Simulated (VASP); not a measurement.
# ZrB2 (P6/mmm) in VASP: single point with PBE

Aim: the single point of ZrB2 with PBE.

Program: VASP 6.6.1. These are calculated values, not measurements. Logs are shortened: lines on timing, memory, paths and dates and some standing lists are left out, and cuts for length are marked.

### Step 1. The cell of the first run

Symmetry: P6/mmm, No. 191, hexagonal system. The conventional cell has a = 3.171 Å, b = 3.171 Å, c = 3.542 Å, α = 90.00°, β = 90.00°, γ = 120.00°. Within 3.4 Å of Zr (site symmetry 6/mmm) lie 12 B at 2.55 Å and 6 Zr at 3.17 Å. Within 2.4 Å of B (site symmetry -6m2) lie 3 B at 1.83 Å.

### Step 2. Single point, PBE

INCAR reads:

```
ALGO = Normal ; EDIFF = 1E-7
ENCUT = 520 ; GGA = PE
ISIF = 2 ; ISMEAR = 0
LASPH = T ; LCHARG = F
LREAL = F ; LWAVE = F
NBANDS = 16 ; NELM = 60
PREC = Accurate ; SIGMA = 0.05
```

KPOINTS reads:

```
k-points
0
Gamma
  14 14 12
```

POSCAR reads:

```
ZrB2
1.0
    3.1711983622      0.0000000000      0.0000000000
   -1.5855991811      2.7463383421      0.0000000000
    0.0000000000      0.0000000000      3.5420340352
Zr B
1 2
Direct
    0.0000000000      0.0000000000      0.0000000000
    0.3333333333      0.6666666667      0.5000000000
    0.6666666667      0.3333333333      0.5000000000
```

Potentials or basis: VASP PAW PBE potentials, release 64 (Zr_sv, B).

On the command line:

```console
$ cat potpaw_PBE.64/Zr_sv/POTCAR potpaw_PBE.64/B/POTCAR > POTCAR
$ mpirun -np 1 vasp_std > vasp.out
```

OUTCAR:

```text
EDIFF = 1E-7
   ENCUT = 520
   GGA = PE
   ISIF = 2
   ISMEAR = 0
   LASPH = T
   LREAL = F
   NELM = 60
   PREC = Accurate

 ion  position               nearest neighbor table
   1  0.000  0.000  0.000-   2 2.55   3 2.55   2 2.55   3 2.55   2 2.55   2 2.55   3 2.55   3 2.55
                             3 2.55   3 2.55   2 2.55   2 2.55
   2  0.333  0.667  0.500-   3 1.83   3 1.83   3 1.83   1 2.55   1 2.55   1 2.55   1 2.55   1 2.55
                             1 2.55
   3  0.667  0.333  0.500-   2 1.83   2 1.83   2 1.83   1 2.55   1 2.55   1 2.55   1 2.55   1 2.55
                             1 2.55

  LATTYP: Found a hexagonal cell.
 ALAT       =     3.1711983622
 C/A-ratio  =     1.1169386556

  Lattice vectors:

 A1 = (   3.1711983622,   0.0000000000,   0.0000000000)
 A2 = (  -1.5855991811,   2.7463383421,   0.0000000000)
 A3 = (   0.0000000000,   0.0000000000,   3.5420340352)

Analysis of symmetry for initial positions (statically):
=====================================================================
 Subroutine PRICEL returns:
 Original cell was already a primitive cell.

 Routine SETGRP: Setting up the symmetry group for a
 hexagonal supercell.

 Subroutine GETGRP returns: Found 24 space group operations
 (whereof 24 operations were pure point group operations)
 out of a pool of 24 trial point group operations.

The static configuration has the point symmetry D_6h.

Analysis of symmetry for dynamics (positions and initial velocities):
=====================================================================
 Subroutine PRICEL returns:
 Original cell was already a primitive cell.

 Routine SETGRP: Setting up the symmetry group for a
 hexagonal supercell.

 Subroutine GETGRP returns: Found 24 space group operations
 (whereof 24 operations were pure point group operations)
 out of a pool of 24 trial point group operations.

The dynamic configuration has the point symmetry D_6h.

 Subroutine INISYM returns: Found 24 space group operations
 (whereof 24 operations are pure point group operations),
 and found     1 'primitive' translations

----------------------------------------------------------------------------------------

                                     Primitive cell

  volume of cell :      30.8482

  direct lattice vectors                    reciprocal lattice vectors
     3.171198362  0.000000000  0.000000000     0.315338205  0.182060598  0.000000000
    -1.585599181  2.746338342  0.000000000     0.000000000  0.364121195  0.000000000
     0.000000000  0.000000000  3.542034035     0.000000000  0.000000000  0.282323656

  length of vectors
     3.171198362  3.171198362  3.542034035     0.364121195  0.364121195  0.282323656

  position of ions in fractional coordinates (direct lattice)
     0.000000000  0.000000000  0.000000000
     0.333333333  0.666666667  0.500000000
     0.666666667  0.333333333  0.500000000

  ion indices of the primitive-cell ions
   primitive index   ion index
                 1           1
                 2           2
                 3           3

----------------------------------------------------------------------------------------

 KPOINTS: k-points

Automatic generation of k-mesh.
 Grid dimensions read from file:
 generate k-points for:   14   14   12

 Generating k-lattice:

  Cartesian coordinates                     Fractional coordinates (reciprocal lattice)
     0.022524158  0.013004328  0.000000000     0.071428571  0.000000000  0.000000000
     0.000000000  0.026008657  0.000000000     0.000000000  0.071428571  0.000000000
     0.000000000  0.000000000  0.023526971     0.000000000  0.000000000  0.083333333

  Length of vectors
     0.026008657  0.026008657  0.023526971

  Shift w.r.t. Gamma in fractional coordinates (k-lattice)
     0.000000000  0.000000000  0.000000000

 Subroutine IBZKPT returns following result:
 ===========================================

 Found    168 irreducible k-points:

 Following reciprocal coordinates:
            Coordinates               Weight
  0.000000  0.000000  0.000000      1.000000
  0.071429 -0.000000  0.000000      6.000000
  0.142857  0.000000  0.000000      6.000000
  0.214286 -0.000000  0.000000      6.000000
  0.285714 -0.000000  0.000000      6.000000
  0.357143 -0.000000  0.000000      6.000000
[... 16 lines left out ...]
  0.285714  0.285714  0.000000      6.000000
  0.357143  0.285714  0.000000      6.000000
 [... further k-points ...]
   k-points           NKPTS =    168   k-points in BZ     NKDIM =    168   number of bands    NBANDS=     16
   number of dos      NEDOS =    301   number of ions     NIONS =      3
   total plane-waves  NPLWV =  16128
   dimension x,y,z NGX =    24 NGY =   24 NGZ =   28
   dimension x,y,z NGXF=    48 NGYF=   48 NGZF=   56
   ions per type =               1   2
   NGX,Y,Z   is equivalent  to a cutoff of  12.58, 12.58, 13.14 a.u.
   NGXF,Y,Z  is equivalent  to a cutoff of  25.16, 25.16, 26.28 a.u.
 SYSTEM =  unknown system
   PREC   = accura    normal or accurate (medium, high low for compatibility)
   ISTART =      0    job   : 0-new  1-cont  2-samecut
   ICHARG =      2    charge: 1-file 2-atom 10-const
   ISPIN  =      1    spin polarized calculation?
   LNONCOLLINEAR =      F non collinear calculations
   LSORBIT =      F    spin-orbit coupling
   LASPH  =      T    aspherical Exc in radial PAW
   ENCUT  =  520.0 eV  38.22 Ry    6.18 a.u.   5.90  5.90  6.59*2*pi/ulx,y,z
   NELM   =     60;   NELMIN=  2; NELMDL= -5     # of ELM steps
   EDIFF  = 0.1E-06   stopping-criterion for ELM
   LREAL  =      F    real-space projection
   EDIFFG = 0.1E-05   stopping-criterion for IOM
   NSW    =      0    number of steps for IOM
   IBRION =     -1    ionic relax: 0-MD 1-quasi-New 2-CG
   NFREE  =      0    steps in history (QN), initial steepest desc. (CG)
   ISIF   =      2    stress and relaxation
   ISYM   =      2    0-nonsym 1-usesym 2-fastsym
   POTIM  = 0.5000    time-step for ionic-motion
   TEBEG  =    0.0;   TEEND  =   0.0 temperature during run
   PSTRESS=    0.0 pullay stress
   NELECT =      18.0000    total number of electrons
   NUPDOWN=      -1.0000    fix difference up-down
   EMIN   =  10.00;   EMAX   =-10.00  energy-range for DOS
   EFERMI =   0.00;   METHOD = LEGACY
   ISMEAR =     0;   SIGMA  =   0.05  broadening in eV -4-tet -1-fermi 0-gaus
   EFERMI_NEDOS =   21; number of points for ismear=-14 and -15
   IALGO  =     38    algorithm
   IMIX   =      4    mixing-type and parameters
     AMIX     =   0.40;   BMIX     =  1.00
     AMIX_MAG =   1.60;   BMIX_MAG =  1.00
  volume/ion in A,a.u.               =      10.28        69.39
  Fermi-wavevector in a.u.,A,eV,Ry     =   1.368009  2.585162 25.462603  1.871448
  Thomas-Fermi vector in A             =   2.494011
   LORBIT       =      0    0 simple, 1 ext, 2 COOP (PROOUT), +10 PAW based schemes
   GGA     = PE    functional components
   LHFCALC =     F    Hartree Fock is set to
   AEXX    =    0.0000 exact exchange contribution
   IVDW    =     0    specifies the selected vdW correction
   LEPSILON=     F    determine dielectric tensor
   LRPA    =     F    only Hartree local field effects (RPA)
 non-spin polarized calculation
 Gauss-broadening in eV      SIGMA  =   0.05
  energy-cutoff  :      520.00
  volume of cell :       30.85
 maximum number of plane-waves:       848
 NGX is ok and might be reduce to    24
   NGX = 11   NGY = 11   NGZ = 13

 number of electron      18.0000000 magnetization

 Free energy of the ion-electron system (eV)
  ---------------------------------------------------
  ext. energy  EPLUGINS =         0.00000000
  ---------------------------------------------------
  free energy    TOTEN  =       -24.97780833 eV

  energy without entropy =      -24.97750989  energy(sigma->0) =      -24.97765911

 E-fermi :  10.5011     XC(G=0): -12.4274

 val. band max:       10.4830334084   @ k =   0.3571   0.2143   0.0000
 cond. band min:      10.5506307448   @ k =   0.0000   0.0000   0.2500
 fundamental gap:      0.0675973364
 Fermi energy:        10.5010881671

 k-point     1 :       0.0000    0.0000    0.0000
  band No.  band energies     occupation
      1     -38.1570      2.00000
      2     -16.3443      2.00000
      3     -15.7896      2.00000
      4     -15.7896      2.00000
      5      -2.2287      2.00000
      6       7.8799      2.00000
[... 8 lines left out ...]
     15      15.6344      0.00000
     16      15.6344      0.00000

 k-point     2 :       0.0714   -0.0000    0.0000
  band No.  band energies     occupation
      1     -38.1513      2.00000
      2     -16.3359      2.00000
      3     -15.8392      2.00000
      4     -15.8003      2.00000
      5      -2.1266      2.00000
      6       7.5737      2.00000
[... 8 lines left out ...]
     15      16.0700      0.00000
     16      16.3394      0.00000

 k-point     3 :       0.1429    0.0000    0.0000
  band No.  band energies     occupation
      1     -38.1355      2.00000
      2     -16.3123      2.00000
      3     -15.9760      2.00000
      4     -15.8303      2.00000
      5      -1.8290      2.00000
      6       6.8124      2.00000
[... 8 lines left out ...]
     15      16.9227      0.00000
     16      17.3603      0.00000

 k-point     4 :       0.2143   -0.0000    0.0000
  band No.  band energies     occupation
      1     -38.1125      2.00000
      2     -16.2778      2.00000
      3     -16.1682      2.00000
      4     -15.8732      2.00000
      5      -1.3581      2.00000
      6       5.8432      2.00000
[... 8 lines left out ...]
     15      17.3051      0.00000
     16      18.4199      0.00000

 k-point     5 :       0.2857   -0.0000    0.0000
  band No.  band energies     occupation
      1     -38.0867      2.00000
      2     -16.3746      2.00000
      3     -16.2393      2.00000
      4     -15.9203      2.00000
      5      -0.7417      2.00000
      6       4.8085      2.00000
[... 8 lines left out ...]
     15      18.0294      0.00000
     16      20.0697      0.00000

 k-point     6 :       0.3571   -0.0000    0.0000
  band No.  band energies     occupation
      1     -38.0634      2.00000
      2     -16.5549      2.00000
      3     -16.2044      2.00000
      4     -15.9624      2.00000
      5      -0.0069      2.00000
      6       3.7701      2.00000
[... 8 lines left out ...]
     15      19.0680      0.00000
     16      20.1246      0.00000
[... 267 lines left out ...]
 k-point    21 :       0.2857    0.2143    0.0000
  band No.  band energies     occupation
      1     -38.0415      2.00000
      2     -16.5608      2.00000
      3     -16.1776      2.00000
      4     -16.1716      2.00000
      5       0.9546      2.00000
      6       3.5505      2.00000
[... 8 lines left out ...]
     15      18.8299      0.00000
     16      20.4280      0.00000

 k-point    22 :       0.3571    0.2143    0.0000
  band No.  band energies     occupation
      1     -38.0326      2.00000
      2     -16.5918      2.00000
      3     -16.2313      2.00000
      4     -16.1583      2.00000
      5       1.8122      2.00000
      6       2.7078      2.00000
[... 8 lines left out ...]
     15      19.8170      0.00000
     16      20.4160      0.00000

 k-point    23 :       0.2857    0.2857    0.0000
  band No.  band energies     occupation
      1     -38.0314      2.00000
      2     -16.5396      2.00000
      3     -16.2990      2.00000
      4     -16.1564      2.00000
      5       1.7567      2.00000
      6       3.2118      2.00000
[... 8 lines left out ...]
     15      20.5572      0.00000
     16      21.2114      0.00000

 k-point    24 :       0.3571    0.2857    0.0000
  band No.  band energies     occupation
      1     -38.0277      2.00000
      2     -16.5082      2.00000
      3     -16.3662      2.00000
      4     -16.1510      2.00000
      5       2.5158      2.00000
      6       2.6614      2.00000
[... 8 lines left out ...]
     15      21.3184      0.00000
     16      21.7502      0.00000

 [... further k-points ...]

------------------------ aborting loop because EDIFF is reached ----------------------------------------

  FORCE on cell =-STRESS in cart. coord.  units (eV):
  Direction    XX          YY          ZZ          XY          YZ          ZX
  --------------------------------------------------------------------------------------
  -------------------------------------------------------------------------------------
  Total        0.0230231      0.0230231      0.0364524      0.0000000      0.0000000      0.0000000
  in kB        1.1957613      1.1957613      1.8932420      0.0000000      0.0000000      0.0000000
  external PRESSURE =       1.4282549 kB  Pullay stress =       0.0000000 kB

 VOLUME and BASIS-vectors are now :
 -----------------------------------------------------------------------------
  energy-cutoff  :      520.00
  volume of cell :       30.85
      direct lattice vectors                 reciprocal lattice vectors
     3.171198362  0.000000000  0.000000000     0.315338205  0.182060598  0.000000000
    -1.585599181  2.746338342  0.000000000     0.000000000  0.364121195  0.000000000
     0.000000000  0.000000000  3.542034035     0.000000000  0.000000000  0.282323656

 POSITION                                       TOTAL-FORCE (eV/Angst)
 -----------------------------------------------------------------------------------
      0.00000      0.00000      0.00000        -0.000000      0.000000      0.000000
     -0.00000      1.83089      1.77102         0.000000     -0.000000      0.000000
      1.58560      0.91545      1.77102         0.000000      0.000000      0.000000
 -----------------------------------------------------------------------------------
    total drift:                               -0.000000      0.000000      0.000000

  FREE ENERGIE OF THE ION-ELECTRON SYSTEM (eV)
  ---------------------------------------------------
  free  energy   TOTEN  =       -24.9778083302 eV

  energy  without entropy=      -24.9775098937  energy(sigma->0) =      -24.97765911
```

Wall time 2 min (1 thread of AMD EPYC 7R43 (Zen 3), shared host); peak memory 0.17 GiB.

What came out:

```
Free energy            : -24.9778 eV
Pressure               : 0.1 GPa
Band gap on the k mesh : zero (band 9 reaches 11.27 eV, above the bottom of band 10 at 10.29 eV)
```
